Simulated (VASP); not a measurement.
Set up this calculation in VASP 6.6.1, as the native input.

```yaml
Task: single point
Functional: PBEsol
Potentials_or_basis: VASP PAW PBE potentials, release 64 (Mg, O)
Cutoff: 520 eV
k_mesh: 10 × 10 × 10
Occupations: gaussian, width 0.05 eV
Spin: no spin polarisation
Dipole_correction: no
Further_INCAR_settings: ALGO = Normal; EDIFF = 1e-07; NBANDS = 11
```

The structure of MgO lies in POSCAR:

```
MgO
1.0
    0.0000016617      2.1071902040      2.1071842198
    2.1071981226      0.0000063191      2.1071795625
    2.1071980022      2.1071854264      0.0000064394
Mg O
1 1
Direct
   -0.0000006252      0.0000003668      0.0000014924
    0.5000006252      0.4999996332      0.4999985076
```

These files were run (other wordings do the same):

INCAR

```
SYSTEM = MgO
PREC = Accurate
ENCUT = 520
EDIFF = 1E-7
ISMEAR = 0
SIGMA = 0.05
LREAL = .FALSE.
LASPH = .TRUE.
NELM = 100
ALGO = Normal
ISIF = 2
LWAVE = .FALSE.
LCHARG = .TRUE.
GGA = PS
LELF = .TRUE.
LVHAR = .TRUE.
NBANDS = 11
```

KPOINTS

```
Automatic mesh
0
G
  10 10 10
  0 0 0
```

Potentials or basis: VASP PAW PBE potentials, release 64 (Mg, O).

The run is started by

```bash
$ cat potpaw_PBE.64/Mg/POTCAR potpaw_PBE.64/O/POTCAR > POTCAR
$ mpirun -np 1 vasp_std > vasp.out
```

Results of the run:

* Pressure: -0.5 GPa
* Band gap on the k mesh: 4.62 eV

Caveat: the PAW data sets were made with another functional, which shifts forces and pressure a little.

Wall time 12 s on 1 thread of Intel(R) Xeon(R) Platinum 8259CL CPU @ 2.50GHz (Skylake/Cascade Lake), on a shared host, peak memory 0.14 GiB.
